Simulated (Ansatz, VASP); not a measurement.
**Ag in VASP and in Ansatz**

```
Ag
1.0
     0.00000    2.05190    2.05190
     2.05190    0.00000    2.05190
     2.05190    2.05190    0.00000
Ag
1
Direct
  0.00000 0.00000 0.00000
```

Alike in both runs: task single point; functional r2SCAN; k mesh 13 × 13 × 13; occupations gaussian, width 0.01 eV; no spin polarisation.

|  | VASP | Ansatz |
| --- | --- | --- |
| version | VASP 6.6.1 | Ansatz 0.2.0 |
| potentials or method | VASP PAW PBE potentials, release 64 (Ag), cutoff 520 eV | plane waves (500 eV) with PAW, scalar-relativistic |
| valence electrons in the cell | 11 | 19 |

|  | VASP | Ansatz | Ansatz less VASP |
| --- | --- | --- | --- |
| pressure (GPa) | 0.0 | -0.2 | -0.14 |

VASP's potentials were made for PBE, not for r2SCAN. VASP's potentials hold 11 valence electrons a cell and Ansatz's 19, so a difference there can come from the potentials and not from the codes.
